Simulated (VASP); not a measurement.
Crystal: C.

```
CELL_PARAMETERS angstrom
1.24942 0.72135 8.39161
-1.24942 0.72135 8.39161
0.00000 -1.44270 8.39161
ATOMIC_POSITIONS crystal
C 0.08717 0.08717 0.08717
C 0.75385 0.75385 0.75385
C 0.24615 0.24615 0.24615
C 0.91283 0.91283 0.91283
```

Program: VASP 6.6.1. Alike in all runs: task single point; cell as given; k mesh 12 × 12 × 12.

Q: Order these runs on this cell by their pressure, lowest first.
A. level rpbe exchange, lyp correlation; potentials or basis VASP PAW PBE potentials, release 64 (C); spin collinear; fixed moment (μB) 1.0; cutoff (eV) 600; smearing methfessel-paxton 0.1 eV
B. level LDA; potentials or basis VASP PAW LDA potentials, release 64 (C); spin off; cutoff (eV) 520; smearing fermi-dirac 0.05 eV
C. level PBEsol; potentials or basis VASP PAW PBE potentials, release 64 (C); spin off; cutoff (eV) 520; smearing fermi-dirac 0.05 eV

A: B (-13.3 GPa), C (-9.6 GPa), A (0.7 GPa).

Caveats: the PAW data sets were made with another functional, which shifts forces and pressure a little (at least some runs); the stress differs along the axes, from -20 to -1 GPa (at least some runs); the stress differs along the axes, from -14 to -0 GPa (at least some runs); this functional lacks dispersion, which binds layers or chains, so the pressure and a relaxed spacing across them are unreliable (at least some runs); the total moment is fixed, so each spin has its own Fermi level and the state may be an excited one (at least some runs).
